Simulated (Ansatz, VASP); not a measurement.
## AlN in VASP and in Ansatz

The input INCAR:

```
SYSTEM = AlN
PREC = Accurate
ENCUT = 520
EDIFF = 1E-8
ISMEAR = 0
SIGMA = 0.05
LREAL = .False.
LASPH = .True.
NELM = 60
ALGO = Normal
ISIF = 2
LWAVE = .False.
LCHARG = .False.
GGA = PS
LEFG = .True.
NBANDS = 16
```

The input KPOINTS:

```
regular mesh
0
Gamma
  12 12 8
  0 0 0
```

POSCAR

```
AlN
1.0
    3.1138207702      0.0000000000      0.0000000000
   -1.5569103851      2.6966478898      0.0000000000
    0.0000000000      0.0000000000      4.9835885532
Al N
2 2
Direct
    0.3333333333      0.6666666667      0.0015085243
    0.6666666667      0.3333333333      0.5015085243
    0.3333333333      0.6666666667      0.3834914757
    0.6666666667      0.3333333333      0.8834914757
```

Input for Ansatz:

```yaml
crystal:
  lattice:
    - [3.1138207702, 0.0, 0.0]
    - [-1.5569103851, 2.6966478898, 0.0]
    - [0.0, 0.0, 4.9835885532]
  atoms:
    - { symbol: Al, position: [0.3333333333, 0.6666666667, 0.0015085243] }
    - { symbol: Al, position: [0.6666666667, 0.3333333333, 0.5015085243] }
    - { symbol: "N", position: [0.3333333333, 0.6666666667, 0.3834914757] }
    - { symbol: "N", position: [0.6666666667, 0.3333333333, 0.8834914757] }
basis:
  ecutwfc: 420
  ecutrho_ratio: 4
kpoints:
  mp_grid: { grid: [12, 12, 8] }
hamiltonian:
  xc: pbesol
scf:
  occupations: { method: gaussian, width: 0.05 }
  n_extra_bands: 30
output:
  forces: true
  stress: true
  eigenvalues: true
  optics: { de: 0.05 }
  efg: {}
```

Alike in both runs: task electric field gradients; functional PBEsol; k mesh 12 × 12 × 8; occupations gaussian, width 0.05 eV; no spin polarisation.

```csv
,VASP,Ansatz
version,VASP 6.6.1,Ansatz 0.2.0
potentials or method,"VASP PAW PBE potentials, release 64 (Al, N), cutoff 520 eV","scalar-relativistic, plane waves, PAW"
valence electrons in the cell,16,16
```

```csv
,VASP,Ansatz,Ansatz less VASP
gap on the k mesh at the Fermi level (eV),4.11,4.09,-0.017
least direct gap on the mesh (eV),4.11,4.09,-0.017
pressure (GPa),0.0,0.0,+0.02
```

VASP's potentials were made for PBE, not for PBEsol.
